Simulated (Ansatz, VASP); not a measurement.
**Two plane-wave programs on HC20**

The input INCAR:

```
SYSTEM = HC20
ALGO = Fast
DIPOL = 0.5 0.5 0.305
EDIFF = 1E-6
ENCUT = 520
GGA = PE
IDIPOL = 3
ISIF = 2
ISMEAR = 0
IVDW = 12
LASPH = .TRUE.
LCHARG = .FALSE.
LDIPOL = .TRUE.
LREAL = Auto
LWAVE = .FALSE.
NBANDS = 56
NELM = 100
PREC = Accurate
SIGMA = 0.1
```

Contents of KPOINTS:

```
k-points
0
G
  6 4 1
  0 0 0
```

The input POSCAR:

```
HC20
1.0
    4.9292027291      0.0000000000      0.0000000000
    0.0000000000      6.8054113579      0.0000000000
    0.0000000000      0.0000000000     22.2346643469
C H
20 1
Direct
    0.3122885183      0.2500141188      0.1798992752
    0.8122885183      0.2500141188      0.1798992752
    0.0622635010      0.2500141188      0.2119095571
    0.5622635010      0.2500141188      0.2119095571
    0.1871989222      0.7499858812      0.2279080302
    0.6871989222      0.7499858812      0.2279080302
    0.4371739048      0.7499858812      0.2599183120
    0.9371739048      0.7499858812      0.2599183120
    0.0621093260      0.2500141188      0.2759167852
    0.5621093260      0.2500141188      0.2759167852
    0.3120409925      0.2500133946      0.3071026518
    0.8120409925      0.2500133946      0.3071026518
    0.4371093881      0.7499905632      0.3309339292
    0.9371093881      0.7499905632      0.3309339292
    0.1866551682      0.7499900467      0.3565506911
    0.6866551682      0.7499900467      0.3565506911
    0.3119519864      0.2500147752      0.3740490919
    0.8119519864      0.2500147752      0.3740490919
    0.0621664184      0.2500173699      0.4018349100
    0.5621664184      0.2500173699      0.4018349100
    0.0621664184      0.4166840366      0.5502518120
```

Input for Ansatz:

```yaml
crystal:
  lattice:
    - [4.9292027291, 0.0, 0.0]
    - [0.0, 6.8054113579, 0.0]
    - [0.0, 0.0, 22.2346643469]
  atoms:
    - { symbol: C, position: [0.3122885183, 0.2500141188, 0.1798992752] }
    - { symbol: C, position: [0.8122885183, 0.2500141188, 0.1798992752] }
    - { symbol: C, position: [0.062263501, 0.2500141188, 0.2119095571] }
    - { symbol: C, position: [0.562263501, 0.2500141188, 0.2119095571] }
    - { symbol: C, position: [0.1871989222, 0.7499858812, 0.2279080302] }
    - { symbol: C, position: [0.6871989222, 0.7499858812, 0.2279080302] }
    - { symbol: C, position: [0.4371739048, 0.7499858812, 0.259918312] }
    - { symbol: C, position: [0.9371739048, 0.7499858812, 0.259918312] }
    - { symbol: C, position: [0.062109326, 0.2500141188, 0.2759167852] }
    - { symbol: C, position: [0.562109326, 0.2500141188, 0.2759167852] }
    - { symbol: C, position: [0.3120409925, 0.2500133946, 0.3071026518] }
    - { symbol: C, position: [0.8120409925, 0.2500133946, 0.3071026518] }
    - { symbol: C, position: [0.4371093881, 0.7499905632, 0.3309339292] }
    - { symbol: C, position: [0.9371093881, 0.7499905632, 0.3309339292] }
    - { symbol: C, position: [0.1866551682, 0.7499900467, 0.3565506911] }
    - { symbol: C, position: [0.6866551682, 0.7499900467, 0.3565506911] }
    - { symbol: C, position: [0.3119519864, 0.2500147752, 0.3740490919] }
    - { symbol: C, position: [0.8119519864, 0.2500147752, 0.3740490919] }
    - { symbol: C, position: [0.0621664184, 0.2500173699, 0.40183491] }
    - { symbol: C, position: [0.5621664184, 0.2500173699, 0.40183491] }
    - { symbol: H, position: [0.0621664184, 0.4166840366, 0.550251812] }
basis:
  ecutwfc: 420
kpoints:
  mp_grid: { grid: [6, 4, 1] }
hamiltonian:
  xc: pbe
  pseudopotentials: { kind: paw, azcp: { folder: soft_1 } }
  dispersion: d3bj
scf:
  occupations: { method: gaussian, width: 0.1 }
output:
  forces: true
  eigenvalues: true
efield:
  axis: 3
  dipole_correction: true
  ramp_width: 0.04
```

Alike in both runs: task single point; functional PBE; dispersion D3(BJ); k mesh 6 × 4 × 1; occupations gaussian, width 0.1 eV; no spin polarisation.

|  | VASP | Ansatz |
| --- | --- | --- |
| version | VASP 6.6.1 | Ansatz 0.2.0 |
| potentials or method | VASP PAW PBE potentials, release 64 (C, H), cutoff 520 eV | scalar-relativistic, plane waves, PAW |
| valence electrons in the cell | 81 | 81 |

```csv
,VASP,Ansatz,Ansatz less VASP
gap on the k mesh at the Fermi level (eV),none,none,-
rms of the force components (eV/Å),1.103,1.110,+0.0075
```

Atom by atom the forces differ by 0.013 eV/Å (rms over components). A gap of «none» marks a metal or a gap that the smearing closes. Ansatz's warnings: vacuum below fermi.
